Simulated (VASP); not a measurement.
Set up this calculation in VASP 6.6.1, as the native input.

```
Task                   : single point
Functional             : PBE
Dispersion             : D3(BJ)
Potentials or basis    : VASP PAW PBE potentials, release 64 (C, O)
Cutoff                 : 520 eV
k mesh                 : 6 × 8 × 1
Occupations            : gaussian, width 0.05 eV
Spin                   : no spin polarisation
Dipole correction      : yes
Further INCAR settings : ALGO = Normal; EDIFF = 1e-07; NBANDS = 42
```

The structure of C13O lies in POSCAR:

```
C13O
1.0
    4.9292228556      0.0000000000      0.0000000000
    0.6166369004      3.5586578569      0.0000000000
    0.0000000000      0.0000000000     23.5476436662
C O
13 1
Direct
    0.3564276904      0.1499632950      0.1698683765
    0.8564276904      0.1499632950      0.1698683765
    0.0989390319      0.2099625321      0.1987042506
    0.5989390319      0.2099625321      0.1987042506
    0.0841110515      0.3299262085      0.2563592746
    0.5841110516      0.3299262085      0.2563592746
    0.3266667349      0.3895095996      0.2844286850
    0.8266667349      0.3895095996      0.2844286850
    0.3105178057      0.5194460749      0.3444814082
    0.8105178057      0.5194460749      0.3444814082
    0.0532190510      0.5779316571      0.3693636522
    0.5532190510      0.5779316571      0.3693636522
    0.1782190510      0.8279316571      0.5498488023
    0.1782190510      0.8279316571      0.5010116440
```

The input as run:

INCAR

```
PREC = Accurate
ENCUT = 520
EDIFF = 1E-7
ISMEAR = 0
SIGMA = 0.05
LREAL = False
LASPH = True
NELM = 60
ALGO = Normal
ISIF = 2
LWAVE = False
LCHARG = True
LDIPOL = True
IDIPOL = 3
DIPOL = 0.5 0.5 0.307
GGA = PE
IVDW = 12
LELF = True
LVHAR = True
LVACPOTAV = True
NBANDS = 42
```

KPOINTS

```
regular mesh
0
Gamma
  6 8 1
```

Potentials or basis: VASP PAW PBE potentials, release 64 (C, O).

Launch:

```console
$ cat potpaw_PBE.64/C/POTCAR potpaw_PBE.64/O/POTCAR > POTCAR
$ mpirun -np 1 vasp_std > vasp.out
```

It gave:

```yaml
Largest_force: 3.323 eV/Å
Band_gap_on_the_k_mesh: zero (bands 29 and 30 overlap by 0.07 eV)
Dispersion_energy_per_atom: -0.105 eV
```

Wall time 8.3 min on 1 thread of Intel(R) Xeon(R) 6975P-C (Granite Rapids) (shared host), peak memory 0.67 GiB.
